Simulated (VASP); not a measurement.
# Cu3Sn2 (P6/mmm) in VASP: a series of runs, part 2 of 2

VASP 6.6.1.

## Step 3: Single point, PBE

This run uses another cell than the first one, of 20.80 Å³/atom.

Input file INCAR:

```
SYSTEM = Cu3Sn2
ALGO = Fast
EDIFF = 1E-7
ENCUT = 520
GGA = PE
ISIF = 2
ISMEAR = 0
LASPH = .TRUE.
LCHARG = .FALSE.
LREAL = .FALSE.
LWAVE = .FALSE.
NBANDS = 38
NELM = 100
PREC = Accurate
SIGMA = 0.1
```

Input file KPOINTS:

```
k-points
0
G
  12 12 8
  0 0 0
```

Input file POSCAR:

```
Cu3Sn2
1.0
    4.6917038325      0.0000000000      0.0000000000
   -2.3458519162      4.0631347059      0.0000000000
    0.0000000000      0.0000000000      5.4566820279
Cu Sn
3 2
Direct
    0.3333333333      0.6666666667      0.0000000000
    0.6666666667      0.3333333333      0.0000000000
    0.0000000000      0.0000000000      0.0000000000
    0.3333333333      0.6666666667      0.5000000000
    0.6666666667      0.3333333333      0.5000000000
```

Potentials or basis: VASP PAW PBE potentials, release 64 (Cu, Sn_d).

On the command line:

```sh
> cat potpaw_PBE.64/Cu/POTCAR potpaw_PBE.64/Sn_d/POTCAR > POTCAR
> mpirun -np 1 vasp_std > vasp.out
```

OUTCAR:

```text
SYSTEM = Cu3Sn2
   EDIFF = 1E-7
   ENCUT = 520
   GGA = PE
   ISIF = 2
   ISMEAR = 0
   LASPH = .TRUE.
   LREAL = .FALSE.
   NELM = 100
   PREC = Accurate

 ion  position               nearest neighbor table
   1  0.333  0.667  0.000-   2 2.71   3 2.71   2 2.71   3 2.71   3 2.71   2 2.71   4 2.73   4 2.73

   2  0.667  0.333  0.000-   1 2.71   3 2.71   1 2.71   3 2.71   3 2.71   1 2.71   5 2.73   5 2.73

   3  0.000  0.000  0.000-   1 2.71   2 2.71   1 2.71   2 2.71   2 2.71   1 2.71
   4  0.333  0.667  0.500-   5 2.71   5 2.71   5 2.71   1 2.73   1 2.73
   5  0.667  0.333  0.500-   4 2.71   4 2.71   4 2.71   2 2.73   2 2.73

  LATTYP: Found a hexagonal cell.
 ALAT       =     4.6917038325
 C/A-ratio  =     1.1630491230

  Lattice vectors:

 A1 = (   4.6917038325,   0.0000000000,   0.0000000000)
 A2 = (  -2.3458519162,   4.0631347059,   0.0000000000)
 A3 = (   0.0000000000,   0.0000000000,   5.4566820279)

Analysis of symmetry for initial positions (statically):
=====================================================================
 Subroutine PRICEL returns:
 Original cell was already a primitive cell.

 Routine SETGRP: Setting up the symmetry group for a
 hexagonal supercell.

 Subroutine GETGRP returns: Found 24 space group operations
 (whereof 24 operations were pure point group operations)
 out of a pool of 24 trial point group operations.

The static configuration has the point symmetry D_6h.

Analysis of symmetry for dynamics (positions and initial velocities):
=====================================================================
 Subroutine PRICEL returns:
 Original cell was already a primitive cell.

 Routine SETGRP: Setting up the symmetry group for a
 hexagonal supercell.

 Subroutine GETGRP returns: Found 24 space group operations
 (whereof 24 operations were pure point group operations)
 out of a pool of 24 trial point group operations.

The dynamic configuration has the point symmetry D_6h.

 Subroutine INISYM returns: Found 24 space group operations
 (whereof 24 operations are pure point group operations),
 and found     1 'primitive' translations

----------------------------------------------------------------------------------------

                                     Primitive cell

  volume of cell :     104.0209

  direct lattice vectors                    reciprocal lattice vectors
     4.691703833  0.000000000  0.000000000     0.213142184  0.123057697  0.000000000
    -2.345851916  4.063134706  0.000000000     0.000000000  0.246115394  0.000000000
     0.000000000  0.000000000  5.456682028     0.000000000  0.000000000  0.183261549

  length of vectors
     4.691703833  4.691703832  5.456682028     0.246115394  0.246115394  0.183261549

  position of ions in fractional coordinates (direct lattice)
     0.333333333  0.666666667  0.000000000
     0.666666667  0.333333333  0.000000000
     0.000000000  0.000000000  0.000000000
     0.333333333  0.666666667  0.500000000
     0.666666667  0.333333333  0.500000000

  ion indices of the primitive-cell ions
   primitive index   ion index
                 1           1
                 2           2
[... 27 lines left out ...]

 Found     95 irreducible k-points:

 Following reciprocal coordinates:
            Coordinates               Weight
  0.000000  0.000000  0.000000      1.000000
  0.083333 -0.000000  0.000000      6.000000
  0.166667  0.000000  0.000000      6.000000
  0.250000  0.000000  0.000000      6.000000
  0.333333  0.000000  0.000000      6.000000
  0.416667  0.000000  0.000000      6.000000
[... 16 lines left out ...]
  0.250000  0.000000  0.125000     12.000000
  0.333333  0.000000  0.125000     12.000000
 [... further k-points ...]
   k-points           NKPTS =     95   k-points in BZ     NKDIM =     95   number of bands    NBANDS=     38
   number of dos      NEDOS =    301   number of ions     NIONS =      5
   total plane-waves  NPLWV =  54432
   dimension x,y,z NGX =    36 NGY =   36 NGZ =   42
   dimension x,y,z NGXF=    72 NGYF=   72 NGZF=   84
   ions per type =               3   2
   NGX,Y,Z   is equivalent  to a cutoff of  12.76, 12.76, 12.80 a.u.
   NGXF,Y,Z  is equivalent  to a cutoff of  25.51, 25.51, 25.59 a.u.
 SYSTEM =  Cu3Sn2
   PREC   = accura    normal or accurate (medium, high low for compatibility)
   ISTART =      0    job   : 0-new  1-cont  2-samecut
   ICHARG =      2    charge: 1-file 2-atom 10-const
   ISPIN  =      1    spin polarized calculation?
   LNONCOLLINEAR =      F non collinear calculations
   LSORBIT =      F    spin-orbit coupling
   LASPH  =      T    aspherical Exc in radial PAW
   ENCUT  =  520.0 eV  38.22 Ry    6.18 a.u.   8.72  8.72 10.15*2*pi/ulx,y,z
   NELM   =    100;   NELMIN=  2; NELMDL= -5     # of ELM steps
   EDIFF  = 0.1E-06   stopping-criterion for ELM
   LREAL  =      F    real-space projection
   EDIFFG = 0.1E-05   stopping-criterion for IOM
   NSW    =      0    number of steps for IOM
   IBRION =     -1    ionic relax: 0-MD 1-quasi-New 2-CG
   NFREE  =      0    steps in history (QN), initial steepest desc. (CG)
   ISIF   =      2    stress and relaxation
   ISYM   =      2    0-nonsym 1-usesym 2-fastsym
   POTIM  = 0.5000    time-step for ionic-motion
   TEBEG  =    0.0;   TEEND  =   0.0 temperature during run
   PSTRESS=    0.0 pullay stress
   NELECT =      61.0000    total number of electrons
   NUPDOWN=      -1.0000    fix difference up-down
   EMIN   =  10.00;   EMAX   =-10.00  energy-range for DOS
   EFERMI =   0.00;   METHOD = LEGACY
   ISMEAR =     0;   SIGMA  =   0.10  broadening in eV -4-tet -1-fermi 0-gaus
   EFERMI_NEDOS =   21; number of points for ismear=-14 and -15
   IALGO  =     68    algorithm
   IMIX   =      4    mixing-type and parameters
     AMIX     =   0.40;   BMIX     =  1.00
     AMIX_MAG =   1.60;   BMIX_MAG =  1.00
  volume/ion in A,a.u.               =      20.80       140.39
  Fermi-wavevector in a.u.,A,eV,Ry     =   1.370286  2.589465 25.547446  1.877684
  Thomas-Fermi vector in A             =   2.496086
   LORBIT       =      0    0 simple, 1 ext, 2 COOP (PROOUT), +10 PAW based schemes
   GGA     = PE    functional components
   LHFCALC =     F    Hartree Fock is set to
   AEXX    =    0.0000 exact exchange contribution
   IVDW    =     0    specifies the selected vdW correction
   LEPSILON=     F    determine dielectric tensor
   LRPA    =     F    only Hartree local field effects (RPA)
 non-spin polarized calculation
 RMM-DIIS sequential band-by-band and
 Gauss-broadening in eV      SIGMA  =   0.10
  energy-cutoff  :      520.00
  volume of cell :      104.02
 maximum number of plane-waves:      2835
 NGX is ok and might be reduce to    36
   NGX = 17   NGY = 17   NGZ = 21

 number of electron      60.9999981 magnetization

 Free energy of the ion-electron system (eV)
  ---------------------------------------------------
  ext. energy  EPLUGINS =         0.00000000
  ---------------------------------------------------
  free energy    TOTEN  =       -16.61875219 eV

  energy without entropy =      -16.60587306  energy(sigma->0) =      -16.61231262

 E-fermi :   6.3708     XC(G=0): -10.4385

 val. band max:        6.3656927402   @ k =   0.3333   0.0000   0.5000
 cond. band min:       6.3795169540   @ k =   0.0833   0.0833   0.2500
 fundamental gap:      0.0138242138
 Fermi energy:         6.3708247696

 k-point     1 :       0.0000    0.0000    0.0000
  band No.  band energies     occupation
      1     -15.6700      2.00000
      2     -15.6435      2.00000
      3     -15.6435      2.00000
      4     -15.5323      2.00000
      5     -15.5323      2.00000
      6     -15.3821      2.00000
[... 973 lines left out ...]
     37      11.4920      0.00000
     38      12.4897      0.00000

 [... further k-points ...]

------------------------ aborting loop because EDIFF is reached ----------------------------------------

  FORCE on cell =-STRESS in cart. coord.  units (eV):
  Direction    XX          YY          ZZ          XY          YZ          ZX
  --------------------------------------------------------------------------------------
  -------------------------------------------------------------------------------------
  Total        0.1134210      0.1134210      0.0528026      0.0000000      0.0000000     -0.0000000
  in kB        1.7469629      1.7469629      0.8132898      0.0000000      0.0000000     -0.0000000
  external PRESSURE =       1.4357385 kB  Pullay stress =       0.0000000 kB

 VOLUME and BASIS-vectors are now :
 -----------------------------------------------------------------------------
  energy-cutoff  :      520.00
  volume of cell :      104.02
      direct lattice vectors                 reciprocal lattice vectors
     4.691703833  0.000000000  0.000000000     0.213142184  0.123057697  0.000000000
    -2.345851916  4.063134706  0.000000000     0.000000000  0.246115394  0.000000000
     0.000000000  0.000000000  5.456682028     0.000000000  0.000000000  0.183261549

 POSITION                                       TOTAL-FORCE (eV/Angst)
 -----------------------------------------------------------------------------------
     -0.00000      2.70876      0.00000         0.000000      0.000000     -0.000000
      2.34585      1.35438      0.00000         0.000000      0.000000     -0.000000
      0.00000      0.00000      0.00000         0.000000      0.000000     -0.000000
     -0.00000      2.70876      2.72834        -0.000000      0.000000      0.000000
      2.34585      1.35438      2.72834        -0.000000     -0.000000     -0.000000
 -----------------------------------------------------------------------------------
    total drift:                                0.000000      0.000000      0.000000

  FREE ENERGIE OF THE ION-ELECTRON SYSTEM (eV)
  ---------------------------------------------------
  free  energy   TOTEN  =       -16.6187521866 eV

  energy  without entropy=      -16.6058730599  energy(sigma->0) =      -16.61231262
```

OSZICAR:

```text
N       E                     dE             d eps       ncg     rms          rms(c)
DAV:   1     0.589272471056E+03    0.58927E+03   -0.28289E+04  7292   0.255E+03
DAV:   2     0.678957288517E+02   -0.52138E+03   -0.50916E+03  7220   0.578E+02
DAV:   3    -0.150314057378E+02   -0.82927E+02   -0.79672E+02  7760   0.226E+02
[... 12 lines left out ...]
RMM:  16    -0.166187517578E+02   -0.81098E-06   -0.21293E-05 12812   0.277E-02    0.480E-03
RMM:  17    -0.166187522150E+02   -0.45722E-06   -0.69886E-06 11280   0.172E-02    0.322E-03
RMM:  18    -0.166187524311E+02   -0.21616E-06   -0.31572E-06 10352   0.886E-03    0.262E-03
RMM:  19    -0.166187527086E+02   -0.27741E-06   -0.11598E-06  7408   0.598E-03    0.355E-03
RMM:  20    -0.166187521822E+02    0.52637E-06   -0.57307E-07  6016   0.593E-03    0.657E-04
RMM:  21    -0.166187521866E+02   -0.43610E-08   -0.22625E-07  5006   0.377E-03
   1 F= -.16618752E+02 E0= -.16612313E+02  d E =-.128791E-01
```

Wall time 9.7 min (1 thread of Intel Xeon Platinum 8259CL at 2.50GHz (Skylake/Cascade Lake), shared host); peak memory 0.44 GiB.

Results:

- Free energy: -16.6188 eV
- Pressure: 0.1 GPa
- Band gap on the k mesh: zero (an odd number of electrons rules out a gap without spin polarisation)

Caveat: spin-orbit coupling is left out, which moves the levels of the heavy elements.
